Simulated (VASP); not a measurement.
Write the native input for VASP 6.6.1 that does the following.

```
Task                   : single point
Functional             : PBEsol
Potentials or basis    : VASP PAW PBE potentials, release 64 (Pd)
Cutoff                 : 520 eV
k mesh                 : 15 × 15 × 4
Occupations            : fermi-dirac, width 0.1 eV
Spin                   : no spin polarisation
Dipole correction      : no
Further INCAR settings : ALGO = Normal; EDIFF = 1e-06; NBANDS = 28
```

The structure of Pd lies in POSCAR:

```
Pd
1.0
    2.8408996193      0.0000000000      0.0000000000
   -1.4204498097      2.4602912399      0.0000000000
    0.0000000000      0.0000000000      9.3631954334
Pd
4
Direct
    0.0000000000      0.0000000000      0.0000000000
    0.0000000000      0.0000000000      0.5000000000
    0.3333333333      0.6666666667      0.2500000000
    0.6666666667      0.3333333333      0.7500000000
```

This isn't the form of Pd at room conditions, which is fcc.

One way to write it, as run:

INCAR

```
SYSTEM = Pd
  ALGO = Normal
  EDIFF = 1E-6
  ENCUT = 520
  GGA = PS
  ISIF = 2
  ISMEAR = -1
  LASPH = .TRUE.
  LCHARG = .FALSE.
  LREAL = .FALSE.
  LWAVE = .FALSE.
  NBANDS = 28
  NELM = 80
  PREC = Accurate
  SIGMA = 0.1
```

KPOINTS

```
k-points
0
G
  15 15 4
  0 0 0
```

Potentials or basis: VASP PAW PBE potentials, release 64 (Pd).

Launch:

```bash
$ cat potpaw_PBE.64/Pd/POTCAR > POTCAR
$ mpirun -np 1 vasp_std > vasp.out
```

It gave:

- Pressure: -16.9 GPa
- Band gap on the k mesh: zero (bands 20 and 21 overlap by 0.77 eV)

Caveat: the cell stands under tension; the PAW data sets were made with another functional, which shifts forces and pressure a little.

Wall time 84 s on 1 thread of AMD EPYC 9R45 (Zen 5), with other jobs on the host, peak memory 0.22 GiB.
